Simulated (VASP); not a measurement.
A run of VASP 6.6.1 is set up as follows.

File INCAR:

```
PREC = Accurate
ENCUT = 520
EDIFF = 1E-8
ISMEAR = -1
SIGMA = 0.05
LREAL = F
LASPH = T
NELM = 60
ALGO = Normal
ISIF = 2
LWAVE = F
LCHARG = F
GGA = PS
LEFG = T
NBANDS = 9
```

File KPOINTS:

```
Automatic mesh
0
Gamma
  21 21 11
```

POSCAR

```
Be
1.0
    2.2189429169      0.0000000000      0.0000000000
   -1.1094714584      1.9216609356      0.0000000000
    0.0000000000      0.0000000000      3.5017617806
Be
2
Direct
    0.3333333333      0.6666666667      0.7500000000
    0.6666666667      0.3333333333      0.2500000000
```

Potentials or basis: VASP PAW PBE potentials, release 64 (Be).

Command:

```sh
$ cat potpaw_PBE.64/Be/POTCAR > POTCAR
$ mpirun -np 1 vasp_std > vasp.out
```

Question: What does it give for the band gap on the k mesh?

Answer: Zero (band 2 reaches 8.49 eV, above the bottom of band 3 at 6.38 eV).

Question: What does it give for the pressure?

Answer: 6.9 GPa.

Electric field gradients, principal values (V/Å²):
| atom | least | middle | greatest (by size) |
| --- | --- | --- | --- |
| 1 Be | 0.278 | 0.278 | -0.556 |
| 2 Be | 0.278 | 0.278 | -0.556 |

Caveat: without QUAD_EFG the Cq values of the log hold for a quadrupole moment of 1 mb, not for the nuclei; the PAW data sets were made with another functional, which shifts forces and pressure a little.
